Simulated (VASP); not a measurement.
# AsSe4 (Cmmm) in VASP: further runs

Runs on AsSe4. Level: PBE. Tasks: single point, relaxation of cell and atoms.

Everything below comes from runs of VASP 6.6.1. Logs are shortened: lines on timing, memory, paths and dates and some standing lists are left out, and cuts for length are marked.

## Step 1: The cell of the first run

It takes space group Cmmm (No. 65, orthorhombic). The conventional cell has a = 7.199 Å, b = 8.146 Å, c = 3.890 Å, α = 90.00°, β = 90.00°, γ = 90.00°. Within 3.5 Å of As (site symmetry mmm) lie 6 Se at 2.66 to 2.68 Å. Within 3.9 Å of Se (site symmetry 2mm) lie 2 As at 2.68 Å and 12 Se at 2.98 to 3.89 Å. Se (site symmetry m2m) has 1 As at 2.66 Å and 5 Se at 2.83 to 2.98 Å within 3.5 Å.

The cell was built from a structure type or drawn by symmetry, and may not be a known phase.

## Step 2: Single point, PBE

INCAR

```
SYSTEM = AsSe4
ALGO = Normal
EDIFF = 1E-7
ENCUT = 520
GGA = PE
ISIF = 2
ISMEAR = 0
LASPH = .True.
LCHARG = .False.
LREAL = .False.
LWAVE = .False.
NBANDS = 22
NELM = 100
PREC = Accurate
SIGMA = 0.1
```

KPOINTS

```
k-points
0
Gamma
  8 8 10
  0 0 0
```

POSCAR

```
AsSe4
1.0
    3.5994833411     -4.0727874311      0.0000000000
    3.5994833411      4.0727874311      0.0000000000
    0.0000000000      0.0000000000      3.8904395625
As Se
1 4
Direct
    0.0000000000      0.0000000000      0.0000000000
    0.7437836804      0.7437836804      0.5000000000
    0.2562163196      0.2562163196      0.5000000000
    0.6735706047      0.3264293953      0.0000000000
    0.3264293953      0.6735706047      0.0000000000
```

Potentials or basis: VASP PAW PBE potentials, release 64 (As, Se).

Started as:

```
$ cat potpaw_PBE.64/As/POTCAR potpaw_PBE.64/Se/POTCAR > POTCAR
$ mpirun -np 1 vasp_std > vasp.out
```

OUTCAR:

```text
SYSTEM = AsSe4
   EDIFF = 1E-7
   ENCUT = 520
   GGA = PE
   ISIF = 2
   ISMEAR = 0
   LASPH = .True.
   LREAL = .False.
   NELM = 100
   PREC = Accurate

 ion  position               nearest neighbor table
   1  0.000  0.000  0.000-   4 2.66   5 2.66   2 2.68   3 2.68   2 2.68   3 2.68
   2  0.744  0.744  0.500-   1 2.68   1 2.68
   3  0.256  0.256  0.500-   1 2.68   1 2.68
   4  0.674  0.326  0.000-   1 2.66
   5  0.326  0.674  0.000-   1 2.66

  LATTYP: Found a base centered orthorhombic cell.
 ALAT       =     7.1989666822
 B/A-ratio  =     1.1314922296
 C/A-ratio  =     0.5404163867

  Lattice vectors:

 A1 = (   3.5994833411,  -4.0727874311,   0.0000000000)
 A2 = (   3.5994833411,   4.0727874311,   0.0000000000)
 A3 = (   0.0000000000,   0.0000000000,   3.8904395625)

Analysis of symmetry for initial positions (statically):
=====================================================================
 Subroutine PRICEL returns:
 Original cell was already a primitive cell.

 Routine SETGRP: Setting up the symmetry group for a
 base centered orthorhombic supercell.

 Subroutine GETGRP returns: Found  8 space group operations
 (whereof  8 operations were pure point group operations)
 out of a pool of  8 trial point group operations.

The static configuration has the point symmetry D_2h.

Analysis of symmetry for dynamics (positions and initial velocities):
=====================================================================
 Subroutine PRICEL returns:
 Original cell was already a primitive cell.

 Routine SETGRP: Setting up the symmetry group for a
 base centered orthorhombic supercell.

 Subroutine GETGRP returns: Found  8 space group operations
 (whereof  8 operations were pure point group operations)
 out of a pool of  8 trial point group operations.

The dynamic configuration has the point symmetry D_2h.

 Subroutine INISYM returns: Found  8 space group operations
 (whereof  8 operations are pure point group operations),
 and found     1 'primitive' translations

----------------------------------------------------------------------------------------

                                     Primitive cell

  volume of cell :     114.0671

  direct lattice vectors                    reciprocal lattice vectors
     3.599483341 -4.072787431  0.000000000     0.138908825 -0.122766044  0.000000000
     3.599483341  4.072787431  0.000000000     0.138908825  0.122766044  0.000000000
     0.000000000  0.000000000  3.890439563     0.000000000  0.000000000  0.257040364

  length of vectors
     5.435428022  5.435428022  3.890439563     0.185383826  0.185383826  0.257040364

  position of ions in fractional coordinates (direct lattice)
     0.000000000  0.000000000  0.000000000
     0.743783680  0.743783680  0.500000000
     0.256216320  0.256216320  0.500000000
     0.673570605  0.326429395  0.000000000
     0.326429395  0.673570605  0.000000000

  ion indices of the primitive-cell ions
   primitive index   ion index
                 1           1
                 2           2
                 3           3
                 4           4
                 5           5

----------------------------------------------------------------------------------------

 KPOINTS: k-points

Automatic generation of k-mesh.
 Grid dimensions read from file:
 generate k-points for:    8    8   10

 Generating k-lattice:

  Cartesian coordinates                     Fractional coordinates (reciprocal lattice)
     0.017363603 -0.015345755  0.000000000     0.125000000  0.000000000  0.000000000
     0.017363603  0.015345755  0.000000000     0.000000000  0.125000000  0.000000000
     0.000000000  0.000000000  0.025704036     0.000000000  0.000000000  0.100000000

  Length of vectors
     0.023172978  0.023172978  0.025704036

  Shift w.r.t. Gamma in fractional coordinates (k-lattice)
     0.000000000  0.000000000  0.000000000

 Subroutine IBZKPT returns following result:
 ===========================================

 Found    126 irreducible k-points:

 Following reciprocal coordinates:
            Coordinates               Weight
  0.000000  0.000000  0.000000      1.000000
  0.125000 -0.000000  0.000000      4.000000
  0.250000 -0.000000  0.000000      4.000000
  0.375000  0.000000  0.000000      4.000000
  0.500000 -0.000000  0.000000      2.000000
  0.125000  0.125000  0.000000      2.000000
[... 16 lines left out ...]
  0.125000 -0.000000  0.100000      8.000000
  0.250000 -0.000000  0.100000      8.000000
 [... further k-points ...]
   k-points           NKPTS =    126   k-points in BZ     NKDIM =    126   number of bands    NBANDS=     22
   number of dos      NEDOS =    301   number of ions     NIONS =      5
   total plane-waves  NPLWV =  48000
   dimension x,y,z NGX =    40 NGY =   40 NGZ =   30
   dimension x,y,z NGXF=    80 NGYF=   80 NGZF=   60
   ions per type =               1   4
   NGX,Y,Z   is equivalent  to a cutoff of  12.23, 12.23, 12.82 a.u.
   NGXF,Y,Z  is equivalent  to a cutoff of  24.47, 24.47, 25.64 a.u.
 SYSTEM =  AsSe4
   PREC   = accura    normal or accurate (medium, high low for compatibility)
   ISTART =      0    job   : 0-new  1-cont  2-samecut
   ICHARG =      2    charge: 1-file 2-atom 10-const
   ISPIN  =      1    spin polarized calculation?
   LNONCOLLINEAR =      F non collinear calculations
   LSORBIT =      F    spin-orbit coupling
   LASPH  =      T    aspherical Exc in radial PAW
   ENCUT  =  520.0 eV  38.22 Ry    6.18 a.u.  10.11 10.11  7.23*2*pi/ulx,y,z
   NELM   =    100;   NELMIN=  2; NELMDL= -5     # of ELM steps
   EDIFF  = 0.1E-06   stopping-criterion for ELM
   LREAL  =      F    real-space projection
   EDIFFG = 0.1E-05   stopping-criterion for IOM
   NSW    =      0    number of steps for IOM
   IBRION =     -1    ionic relax: 0-MD 1-quasi-New 2-CG
   NFREE  =      0    steps in history (QN), initial steepest desc. (CG)
   ISIF   =      2    stress and relaxation
   ISYM   =      2    0-nonsym 1-usesym 2-fastsym
   POTIM  = 0.5000    time-step for ionic-motion
   TEBEG  =    0.0;   TEEND  =   0.0 temperature during run
   PSTRESS=    0.0 pullay stress
   NELECT =      29.0000    total number of electrons
   NUPDOWN=      -1.0000    fix difference up-down
   EMIN   =  10.00;   EMAX   =-10.00  energy-range for DOS
   EFERMI =   0.00;   METHOD = LEGACY
   ISMEAR =     0;   SIGMA  =   0.10  broadening in eV -4-tet -1-fermi 0-gaus
   EFERMI_NEDOS =   21; number of points for ismear=-14 and -15
   IALGO  =     38    algorithm
   IMIX   =      4    mixing-type and parameters
     AMIX     =   0.40;   BMIX     =  1.00
     AMIX_MAG =   1.60;   BMIX_MAG =  1.00
  volume/ion in A,a.u.               =      22.81       153.95
  Fermi-wavevector in a.u.,A,eV,Ry     =   1.037100  1.959835 14.634106  1.075576
  Thomas-Fermi vector in A             =   2.171522
   LORBIT       =      0    0 simple, 1 ext, 2 COOP (PROOUT), +10 PAW based schemes
   GGA     = PE    functional components
   LHFCALC =     F    Hartree Fock is set to
   AEXX    =    0.0000 exact exchange contribution
   IVDW    =     0    specifies the selected vdW correction
   LEPSILON=     F    determine dielectric tensor
   LRPA    =     F    only Hartree local field effects (RPA)
 non-spin polarized calculation
 Gauss-broadening in eV      SIGMA  =   0.10
  energy-cutoff  :      520.00
  volume of cell :      114.07
 maximum number of plane-waves:      3101
   NGX = 21   NGY = 21   NGZ = 15

 number of electron      29.0000003 magnetization

 Free energy of the ion-electron system (eV)
  ---------------------------------------------------
  ext. energy  EPLUGINS =         0.00000000
  ---------------------------------------------------
  free energy    TOTEN  =       -16.84111862 eV

  energy without entropy =      -16.82109434  energy(sigma->0) =      -16.83110648

 E-fermi :   4.2990     XC(G=0):  -9.8517

 val. band max:        4.2948739417   @ k =   0.5000   0.1250   0.0000
 cond. band min:       4.3139338413   @ k =   0.5000   0.3750   0.3000
 fundamental gap:      0.0190598996
 Fermi energy:         4.2990272092

 k-point     1 :       0.0000    0.0000    0.0000
  band No.  band energies     occupation
      1     -11.2197      2.00000
      2      -8.7148      2.00000
      3      -8.0331      2.00000
      4      -7.6679      2.00000
      5      -5.8359      2.00000
      6      -0.4235      2.00000
[... 14 lines left out ...]
     21       8.8208      0.00000
     22      10.6650      0.00000

 k-point     2 :       0.1250   -0.0000    0.0000
  band No.  band energies     occupation
      1     -11.1610      2.00000
      2      -8.8883      2.00000
      3      -8.1214      2.00000
      4      -7.5347      2.00000
      5      -5.7343      2.00000
      6      -0.5301      2.00000
[... 14 lines left out ...]
     21       8.6155      0.00000
     22      10.7591      0.00000

 k-point     3 :       0.2500   -0.0000    0.0000
  band No.  band energies     occupation
      1     -10.9874      2.00000
      2      -9.3232      2.00000
      3      -8.1176      2.00000
      4      -7.4538      2.00000
      5      -5.4701      2.00000
      6      -1.0417      2.00000
[... 14 lines left out ...]
     21       8.9572      0.00000
     22      10.8963      0.00000
[... 476 lines left out ...]
 k-point    23 :       0.1250   -0.0000    0.1000
  band No.  band energies     occupation
      1     -11.0837      2.00000
      2      -8.8401      2.00000
      3      -8.0976      2.00000
      4      -7.5625      2.00000
      5      -5.8330      2.00000
      6      -0.6238      2.00000
[... 14 lines left out ...]
     21       8.6723      0.00000
     22      10.9234      0.00000

 k-point    24 :       0.2500   -0.0000    0.1000
  band No.  band energies     occupation
      1     -10.9114      2.00000
      2      -9.2643      2.00000
      3      -8.0990      2.00000
      4      -7.5003      2.00000
      5      -5.5449      2.00000
      6      -1.0701      2.00000
[... 14 lines left out ...]
     21       9.2095      0.00000
     22      10.9864      0.00000

 [... further k-points ...]

------------------------ aborting loop because EDIFF is reached ----------------------------------------

  FORCE on cell =-STRESS in cart. coord.  units (eV):
  Direction    XX          YY          ZZ          XY          YZ          ZX
  --------------------------------------------------------------------------------------
  -------------------------------------------------------------------------------------
  Total        0.0312415      0.0198171      0.0208596      0.0000000      0.0000000      0.0000000
  in kB        0.4388156      0.2783491      0.2929927      0.0000000      0.0000000      0.0000000
  external PRESSURE =       0.3367191 kB  Pullay stress =       0.0000000 kB

 VOLUME and BASIS-vectors are now :
 -----------------------------------------------------------------------------
  energy-cutoff  :      520.00
  volume of cell :      114.07
      direct lattice vectors                 reciprocal lattice vectors
     3.599483341 -4.072787431  0.000000000     0.138908825 -0.122766044  0.000000000
     3.599483341  4.072787431  0.000000000     0.138908825  0.122766044  0.000000000
     0.000000000  0.000000000  3.890439563     0.000000000  0.000000000  0.257040364

 POSITION                                       TOTAL-FORCE (eV/Angst)
 -----------------------------------------------------------------------------------
      0.00000      0.00000      0.00000         0.000000      0.000000      0.000000
      5.35447      0.00000      1.94522        -0.004085      0.000000      0.000000
      1.84449      0.00000      1.94522         0.004085      0.000000     -0.000000
      3.59948     -1.41383      0.00000         0.000000      0.003877      0.000000
      3.59948      1.41383      0.00000         0.000000     -0.003877     -0.000000
 -----------------------------------------------------------------------------------
    total drift:                                0.000000      0.000000      0.000000

  FREE ENERGIE OF THE ION-ELECTRON SYSTEM (eV)
  ---------------------------------------------------
  free  energy   TOTEN  =       -16.8411186211 eV

  energy  without entropy=      -16.8210943391  energy(sigma->0) =      -16.83110648
```

Wall time 5.8 min (1 thread of AMD EPYC 7R13, shared host); peak memory 0.37 GiB.

What came out:

* Free energy: -16.8411 eV
* Pressure: 0.0 GPa
* Largest force: 0.004 eV/Å
* Band gap on the k mesh: zero (an odd number of electrons rules out a gap without spin polarisation)

Forces in eV/Å, atoms in the order of the input:
```
As   0.000  0.000  0.000
Se  -0.004  0.000  0.000
Se   0.004  0.000  0.000
Se   0.000  0.004  0.000
Se   0.000 -0.004  0.000
```

Levels at points of the mesh, in eV from the Fermi level:
| k point | band 12 | band 13 | band 14 | band 15 | band 16 | band 17 | band 18 | band 19 |
| --- | --- | --- | --- | --- | --- | --- | --- | --- |
| (0.00, 0.00, 0.00) | -0.99 | -0.61 | -0.55 | -0.45 | 0.46 | 1.01 | 2.44 | 2.64 |
| (0.50, 0.00, 0.00) | -2.07 | -0.55 | 0.41 | 0.49 | 0.65 | 0.76 | 1.57 | 2.25 |
| (0.50, 0.50, 0.00) | -1.99 | -1.96 | -1.87 | -0.99 | -0.48 | 0.49 | 2.84 | 3.89 |
| (0.00, 0.00, 0.50) | -2.55 | -2.06 | -1.40 | -1.23 | -0.90 | 0.21 | 3.54 | 4.96 |
| (0.50, 0.00, 0.50) | -2.37 | -1.16 | 0.35 | 0.56 | 0.72 | 1.53 | 1.77 | 4.20 |
| (0.50, 0.50, 0.50) | -1.04 | -0.65 | -0.48 | -0.31 | -0.21 | 1.19 | 2.93 | 3.13 |

[end of part 1 of 2]
